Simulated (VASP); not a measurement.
A run of VASP 6.6.1:

File INCAR:

```
SYSTEM = Mg2Ge
PREC = Accurate
ENCUT = 660
EDIFF = 1E-8
ISMEAR = 0
SIGMA = 0.01
LREAL = .FALSE.
LASPH = .TRUE.
NELM = 120
ALGO = Normal
ISIF = 3
LWAVE = .FALSE.
LCHARG = .FALSE.
METAGGA = R2SCAN
LMIXTAU = .TRUE.
NBANDS = 16
IBRION = 6
NFREE = 2
POTIM = 0.015
NSW = 1
GGA_COMPAT = .FALSE.
```

The input KPOINTS:

```
Automatic mesh
0
G
  6 6 6
  0 0 0
```

POSCAR

```
Mg2Ge
1.0
    0.0000000000      3.1169381148      3.1169381148
    3.1169381148      0.0000000000      3.1169381148
    3.1169381148      3.1169381148      0.0000000000
Mg Ge
2 1
Direct
    0.2500000000      0.2500000000      0.2500000000
    0.7500000000      0.7500000000      0.7500000000
    0.0000000000      0.0000000000      0.0000000000
```

Potentials or basis: VASP PAW PBE potentials, release 64 (Mg, Ge_d).

Launch:

```console
$ cat potpaw_PBE.64/Mg/POTCAR potpaw_PBE.64/Ge_d/POTCAR > POTCAR
$ mpirun -np 1 vasp_std > vasp.out
```

Hardware: 1 thread of Intel(R) Xeon(R) 6975P-C (Granite Rapids), on a shared host.

Question: Estimate the wall time of this run.

Answer: It took 38 min on 1 thread of Intel(R) Xeon(R) 6975P-C (Granite Rapids) (shared host), peak memory 0.36 GiB. Counts: scf iterations 278, k points 16.
